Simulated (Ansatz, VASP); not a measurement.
CdTe: VASP beside Ansatz

```
Cd Te
1.0
     0.00000    3.20500    3.20500
     3.20500    0.00000    3.20500
     3.20500    3.20500    0.00000
Cd Te
1 1
Direct
  0.00000 0.00000 0.00000
  0.75000 0.75000 0.75000
```

Alike in both runs: task single point; functional LDA; k mesh 6 × 6 × 6; occupations gaussian, width 0.1 eV; no spin polarisation.

|  | VASP | Ansatz |
| --- | --- | --- |
| version | VASP 6.6.1 | Ansatz 0.2.0 |
| potentials or method | VASP PAW LDA potentials, release 64 (Cd, Te), cutoff 520 eV | scalar-relativistic, plane waves, PAW |
| valence electrons in the cell | 18 | 36 |

|  | VASP | Ansatz | Ansatz less VASP |
| --- | --- | --- | --- |
| gap on the k mesh at the Fermi level (eV) | 0.65 | 0.61 | -0.042 |
| least direct gap on the mesh (eV) | 0.65 | 0.61 | -0.042 |
| pressure (GPa) | 0.3 | 0.0 | -0.27 |

LDA's correlation is that of Perdew and Zunger in VASP and of Perdew and Wang (1992) in Ansatz. VASP's potentials hold 18 valence electrons a cell and Ansatz's 36, so a difference there can come from the potentials and not from the codes.

Spin-orbit coupling is off throughout.
